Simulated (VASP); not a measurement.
# In (I4/mmm) in VASP: notebook

The runs below take In through single point, with PBEsol.

All numbers are computed with VASP 6.6.1; they aren't measurements. Logs are shortened: lines on timing, memory, paths and dates and some standing lists are left out, and cuts for length are marked.

## 1. The cell of the first run

The structure is tetragonal, space group I4/mmm (No. 139). The conventional cell has a = 3.652 Å, b = 3.652 Å, c = 3.878 Å, α = 90.00°, β = 90.00°, γ = 90.00°. In (site symmetry 4/mmm) has 14 In at 3.23 to 3.88 Å within 4.2 Å.

## 2. Single point, PBEsol (strain -0.030 along x and y, +0.030 along z)

File INCAR:

```
SYSTEM = In
  ALGO = Fast
  EDIFF = 1E-6
  ENCUT = 520
  GGA = PS
  ISIF = 2
  ISMEAR = 0
  LASPH = .True.
  LCHARG = .True.
  LELF = .True.
  LREAL = .False.
  LVHAR = .True.
  LWAVE = .False.
  NBANDS = 12
  NELM = 60
  PREC = Accurate
  SIGMA = 0.15
```

File KPOINTS:

```
k-points
0
Gamma
  18 18 18
  0 0 0
```

File POSCAR:

```
In
1.0
   -1.8260494828      1.8260494828      1.9390009972
    1.8260494828     -1.8260494828      1.9390009972
    1.8260494828      1.8260494828     -1.9390009972
In
1
Direct
    0.0000000000      0.0000000000      0.0000000000
```

Potentials or basis: VASP PAW PBE potentials, release 64 (In_d).

Started as:

```bash
cat potpaw_PBE.64/In_d/POTCAR > POTCAR
mpirun -np 1 vasp_std > vasp.out
```

OUTCAR:

```text
SYSTEM = In
   EDIFF = 1E-6
   ENCUT = 520
   GGA = PS
   ISIF = 2
   ISMEAR = 0
   LASPH = .True.
   LREAL = .False.
   NELM = 60
   PREC = Accurate

 ion  position               nearest neighbor table
   1  0.000  0.000  0.000-

  LATTYP: Found a body centered tetragonal cell.
 ALAT       =     3.6520989656
 C/A-ratio  =     1.0618556701

  Lattice vectors:

 A1 = (  -1.8260494828,   1.8260494828,   1.9390009972)
 A2 = (   1.8260494828,  -1.8260494828,   1.9390009972)
 A3 = (   1.8260494828,   1.8260494828,  -1.9390009972)

Analysis of symmetry for initial positions (statically):
=====================================================================
 Subroutine PRICEL returns:
 Original cell was already a primitive cell.

 Routine SETGRP: Setting up the symmetry group for a
 body centered tetragonal supercell.

 Subroutine GETGRP returns: Found 16 space group operations
 (whereof 16 operations were pure point group operations)
 out of a pool of 16 trial point group operations.

The static configuration has the point symmetry D_4h.

Analysis of symmetry for dynamics (positions and initial velocities):
=====================================================================
 Subroutine PRICEL returns:
 Original cell was already a primitive cell.

 Routine SETGRP: Setting up the symmetry group for a
 body centered tetragonal supercell.

 Subroutine GETGRP returns: Found 16 space group operations
 (whereof 16 operations were pure point group operations)
 out of a pool of 16 trial point group operations.

The dynamic configuration has the point symmetry D_4h.

 Subroutine INISYM returns: Found 16 space group operations
 (whereof 16 operations are pure point group operations),
 and found     1 'primitive' translations

----------------------------------------------------------------------------------------

                                     Primitive cell

  volume of cell :      25.8621

  direct lattice vectors                    reciprocal lattice vectors
    -1.826049483  1.826049483  1.939000997     0.000000000  0.273815143  0.257864746
     1.826049483 -1.826049483  1.939000997     0.273815143  0.000000000  0.257864746
     1.826049483  1.826049483 -1.939000997     0.273815143  0.273815143  0.000000000

  length of vectors
     3.229340226  3.229340226  3.229340226     0.376123596  0.376123596  0.387233089

  position of ions in fractional coordinates (direct lattice)
     0.000000000  0.000000000  0.000000000

  ion indices of the primitive-cell ions
   primitive index   ion index
                 1           1

----------------------------------------------------------------------------------------

 KPOINTS: k-points

Automatic generation of k-mesh.
 Grid dimensions read from file:
 generate k-points for:   18   18   18

 Generating k-lattice:

  Cartesian coordinates                     Fractional coordinates (reciprocal lattice)
     0.000000000  0.015211952  0.014325819     0.055555556  0.000000000  0.000000000
     0.015211952  0.000000000  0.014325819     0.000000000  0.055555556  0.000000000
     0.015211952  0.015211952  0.000000000     0.000000000  0.000000000  0.055555556

  Length of vectors
     0.020895755  0.020895755  0.021512949

  Shift w.r.t. Gamma in fractional coordinates (k-lattice)
     0.000000000  0.000000000  0.000000000

 Subroutine IBZKPT returns following result:
 ===========================================

 Found    480 irreducible k-points:

 Following reciprocal coordinates:
            Coordinates               Weight
  0.000000  0.000000  0.000000      1.000000
  0.055556  0.000000  0.000000      8.000000
  0.111111  0.000000  0.000000      8.000000
  0.166667 -0.000000  0.000000      8.000000
  0.222222 -0.000000  0.000000      8.000000
  0.277778 -0.000000  0.000000      8.000000
[... 16 lines left out ...]
 -0.277778  0.055556 -0.000000     16.000000
 -0.222222  0.055556 -0.000000     16.000000
 [... further k-points ...]
   k-points           NKPTS =    480   k-points in BZ     NKDIM =    480   number of bands    NBANDS=     12
   number of dos      NEDOS =    301   number of ions     NIONS =      1
   total plane-waves  NPLWV =  13824
   dimension x,y,z NGX =    24 NGY =   24 NGZ =   24
   dimension x,y,z NGXF=    48 NGYF=   48 NGZF=   48
   ions per type =               1
   NGX,Y,Z   is equivalent  to a cutoff of  12.36, 12.36, 12.36 a.u.
   NGXF,Y,Z  is equivalent  to a cutoff of  24.71, 24.71, 24.71 a.u.
 SYSTEM =  In
   PREC   = accura    normal or accurate (medium, high low for compatibility)
   ISTART =      0    job   : 0-new  1-cont  2-samecut
   ICHARG =      2    charge: 1-file 2-atom 10-const
   ISPIN  =      1    spin polarized calculation?
   LNONCOLLINEAR =      F non collinear calculations
   LSORBIT =      F    spin-orbit coupling
   LASPH  =      T    aspherical Exc in radial PAW
   ENCUT  =  520.0 eV  38.22 Ry    6.18 a.u.   6.00  6.00  6.00*2*pi/ulx,y,z
   NELM   =     60;   NELMIN=  2; NELMDL= -5     # of ELM steps
   EDIFF  = 0.1E-05   stopping-criterion for ELM
   LREAL  =      F    real-space projection
   EDIFFG = 0.1E-04   stopping-criterion for IOM
   NSW    =      0    number of steps for IOM
   IBRION =     -1    ionic relax: 0-MD 1-quasi-New 2-CG
   NFREE  =      0    steps in history (QN), initial steepest desc. (CG)
   ISIF   =      2    stress and relaxation
   ISYM   =      2    0-nonsym 1-usesym 2-fastsym
   POTIM  = 0.5000    time-step for ionic-motion
   TEBEG  =    0.0;   TEEND  =   0.0 temperature during run
   PSTRESS=    0.0 pullay stress
   NELECT =      13.0000    total number of electrons
   NUPDOWN=      -1.0000    fix difference up-down
   EMIN   =  10.00;   EMAX   =-10.00  energy-range for DOS
   EFERMI =   0.00;   METHOD = LEGACY
   ISMEAR =     0;   SIGMA  =   0.15  broadening in eV -4-tet -1-fermi 0-gaus
   EFERMI_NEDOS =   21; number of points for ismear=-14 and -15
   IALGO  =     68    algorithm
   IMIX   =      4    mixing-type and parameters
     AMIX     =   0.40;   BMIX     =  1.00
     AMIX_MAG =   1.60;   BMIX_MAG =  1.00
  volume/ion in A,a.u.               =      25.86       174.53
  Fermi-wavevector in a.u.,A,eV,Ry     =   1.301672  2.459803 23.053033  1.694350
  Thomas-Fermi vector in A             =   2.432790
   LORBIT       =      0    0 simple, 1 ext, 2 COOP (PROOUT), +10 PAW based schemes
   GGA     = PS    functional components
   LHFCALC =     F    Hartree Fock is set to
   AEXX    =    0.0000 exact exchange contribution
   IVDW    =     0    specifies the selected vdW correction
   LEPSILON=     F    determine dielectric tensor
   LRPA    =     F    only Hartree local field effects (RPA)
 non-spin polarized calculation
 RMM-DIIS sequential band-by-band and
 Gauss-broadening in eV      SIGMA  =   0.15
  energy-cutoff  :      520.00
  volume of cell :       25.86
 maximum number of plane-waves:       715
   NGX = 11   NGY = 11   NGZ = 11

 number of electron      13.0000004 magnetization

 Free energy of the ion-electron system (eV)
  ---------------------------------------------------
  ext. energy  EPLUGINS =         0.00000000
  ---------------------------------------------------
  free energy    TOTEN  =        -2.97414145 eV

  energy without entropy =       -2.96971733  energy(sigma->0) =       -2.97192939

 E-fermi :   7.4737     XC(G=0): -10.4619

 val. band max:        7.4716811053   @ k =  -0.3333  -0.3889   0.1111
 cond. band min:       7.4763899642   @ k =  -0.3333  -0.3889   0.2222
 fundamental gap:      0.0047088589
 Fermi energy:         7.4737391108

 k-point     1 :       0.0000    0.0000    0.0000
  band No.  band energies     occupation
      1      -7.1314      2.00000
      2      -7.1314      2.00000
      3      -7.0827      2.00000
      4      -6.8571      2.00000
      5      -6.8116      2.00000
      6      -2.1536      2.00000
      7      18.3970      0.00000
      8      18.7335      0.00000
      9      18.7335      0.00000
     10      20.0462      0.00000
     11      20.9956      0.00000
     12      20.9956      0.00000

 k-point     2 :       0.0556    0.0000    0.0000
  band No.  band energies     occupation
      1      -7.1277      2.00000
      2      -7.1271      2.00000
      3      -7.0773      2.00000
      4      -6.8594      2.00000
      5      -6.8136      2.00000
      6      -2.0829      2.00000
      7      17.6879      0.00000
      8      18.3939      0.00000
      9      18.4464      0.00000
     10      19.7985      0.00000
     11      20.6864      0.00000
     12      20.7043      0.00000

 k-point     3 :       0.1111    0.0000    0.0000
  band No.  band energies     occupation
      1      -7.1262      2.00000
      2      -7.1183      2.00000
      3      -7.0501      2.00000
      4      -6.8661      2.00000
      5      -6.8186      2.00000
      6      -1.8694      2.00000
      7      15.8994      0.00000
      8      17.6375      0.00000
      9      18.0288      0.00000
     10      19.6095      0.00000
     11      20.1447      0.00000
     12      20.3232      0.00000

 k-point     4 :       0.1667   -0.0000    0.0000
  band No.  band energies     occupation
      1      -7.1366      2.00000
      2      -7.1078      2.00000
      3      -6.9962      2.00000
      4      -6.8761      2.00000
      5      -6.8241      2.00000
      6      -1.5107      2.00000
      7      13.9295      0.00000
      8      16.7726      0.00000
      9      17.4519      0.00000
     10      19.3116      0.00000
     11      19.5873      0.00000
     12      20.3738      0.00000

 k-point     5 :       0.2222   -0.0000    0.0000
  band No.  band energies     occupation
      1      -7.1529      2.00000
      2      -7.1027      2.00000
      3      -6.9252      2.00000
      4      -6.8853      2.00000
      5      -6.8283      2.00000
      6      -1.0039      2.00000
      7      11.9852      0.00000
      8      15.9373      0.00000
      9      16.8445      0.00000
     10      18.9484      0.00000
     11      19.1029      0.00000
     12      20.7595      0.00000
[... 228 lines left out ...]
      1      -7.1928      2.00000
      2      -7.1277      2.00000
      3      -6.8885      2.00000
      4      -6.8257      2.00000
      5      -6.7432      2.00000
      6       1.0019      2.00000
      7       7.5297      0.59746
      8      13.9021      0.00000
      9      15.2290      0.00000
     10      18.5393      0.00000
     11      19.0133      0.00000
     12      21.5111      0.00000

 k-point    22 :      -0.3333    0.0556   -0.0000
  band No.  band energies     occupation
      1      -7.1772      2.00000
      2      -7.1129      2.00000
      3      -6.8904      2.00000
      4      -6.8306      2.00000
      5      -6.8071      2.00000
      6       0.1187      2.00000
      7       9.2196      0.00000
      8      14.4393      0.00000
      9      15.6103      0.00000
     10      18.7999      0.00000
     11      19.1825      0.00000
     12      20.9357      0.00000

 k-point    23 :      -0.2778    0.0556   -0.0000
  band No.  band energies     occupation
      1      -7.1595      2.00000
      2      -7.1048      2.00000
      3      -6.8883      2.00000
      4      -6.8855      2.00000
      5      -6.8263      2.00000
      6      -0.6174      2.00000
      7      11.0218      0.00000
      8      15.1188      0.00000
      9      16.1019      0.00000
     10      19.1298      0.00000
     11      19.4150      0.00000
     12      20.4631      0.00000

 k-point    24 :      -0.2222    0.0556   -0.0000
  band No.  band energies     occupation
      1      -7.1430      2.00000
      2      -7.1060      2.00000
      3      -6.9586      2.00000
      4      -6.8778      2.00000
      5      -6.8261      2.00000
      6      -1.2040      2.00000
      7      12.9163      0.00000
      8      15.9174      0.00000
      9      16.6786      0.00000
     10      19.4717      0.00000
     11      19.6497      0.00000
     12      20.2116      0.00000

 [... further k-points ...]
[... 5 lines left out ...]
  --------------------------------------------------------------------------------------
  -------------------------------------------------------------------------------------
  Total       -0.0326974     -0.0326974     -0.0062224      0.0000000      0.0000000      0.0000000
  in kB       -2.0256309     -2.0256309     -0.3854807      0.0000000      0.0000000      0.0000000
  external PRESSURE =      -1.4789142 kB  Pullay stress =       0.0000000 kB

 VOLUME and BASIS-vectors are now :
 -----------------------------------------------------------------------------
  energy-cutoff  :      520.00
  volume of cell :       25.86
      direct lattice vectors                 reciprocal lattice vectors
    -1.826049483  1.826049483  1.939000997     0.000000000  0.273815143  0.257864746
     1.826049483 -1.826049483  1.939000997     0.273815143  0.000000000  0.257864746
     1.826049483  1.826049483 -1.939000997     0.273815143  0.273815143  0.000000000

 POSITION                                       TOTAL-FORCE (eV/Angst)
 -----------------------------------------------------------------------------------
      0.00000      0.00000      0.00000         0.000000     -0.000000      0.000000
 -----------------------------------------------------------------------------------
    total drift:                                0.000000      0.000000      0.000000

  FREE ENERGIE OF THE ION-ELECTRON SYSTEM (eV)
  ---------------------------------------------------
  free  energy   TOTEN  =        -2.9741414538 eV

  energy  without entropy=       -2.9697173331  energy(sigma->0) =       -2.97192939
```

Run time: 69 s. Hardware: 1 thread of Intel Xeon 6975P-C, shared host; peak memory 0.25 GiB.

What came out:

| Item | Value |
| --- | --- |
| Free energy | -2.9741 eV |
| Pressure | -0.1 GPa |

Stress tensor (GPa, compression positive):
```
-0.20  0.00  0.00
 0.00 -0.20  0.00
 0.00  0.00 -0.04
```

Caveat: the cell differs from its parent crystal (strain -0.030 along x and y, +0.030 along z); the PAW data sets were made with another functional, which shifts forces and pressure a little; spin-orbit coupling is left out, which moves the levels of the heavy elements.

## 3. Single point, PBEsol (strain +0.030 along x and y, -0.030 along z)

File INCAR:

```
SYSTEM = In
PREC = Accurate
ENCUT = 520
EDIFF = 1E-7
ISMEAR = 0
SIGMA = 0.15
LREAL = .False.
LASPH = .True.
NELM = 80
ALGO = Fast
ISIF = 2
LWAVE = .False.
LCHARG = .False.
GGA = PS
NBANDS = 12
```

File KPOINTS:

```
regular mesh
0
Gamma
  18 18 18
  0 0 0
```

File POSCAR:

```
In
1.0
   -1.9390009972      1.9390009972      1.8260494828
    1.9390009972     -1.9390009972      1.8260494828
    1.9390009972      1.9390009972     -1.8260494828
In
1
Direct
    0.0000000000      0.0000000000      0.0000000000
```

Potentials or basis: VASP PAW PBE potentials, release 64 (In_d).

Started as:

```bash
cat potpaw_PBE.64/In_d/POTCAR > POTCAR
mpirun -np 1 vasp_std > vasp.out
```

It took 2.9 min on 1 thread of Intel Xeon 6975P-C, shared host; peak memory 0.27 GiB.

It converged, with:

```
Free energy : -2.9605 eV
Pressure    : -2.3 GPa
```

Levels at points of the mesh, in eV from the Fermi level:
```csv
k point,band 3,band 4,band 5,band 6,band 7,band 8,band 9,band 10
"(0.00, 0.00, 0.00)",-14.50,-14.30,-14.25,-9.21,10.29,10.29,10.96,12.80
"(0.50, 0.00, 0.00)",-14.29,-14.24,-14.12,-3.76,-2.92,5.46,6.82,9.52
"(0.50, 0.50, 0.00)",-14.32,-14.29,-14.12,-4.20,-3.11,6.29,7.88,10.52
"(0.50, 0.50, 0.50)",-14.16,-14.16,-14.15,0.56,0.89,0.89,2.10,4.91
```

Caveat: the cell differs from its parent crystal (strain +0.030 along x and y, -0.030 along z); the PAW data sets were made with another functional, which shifts forces and pressure a little; spin-orbit coupling is left out, which moves the levels of the heavy elements.
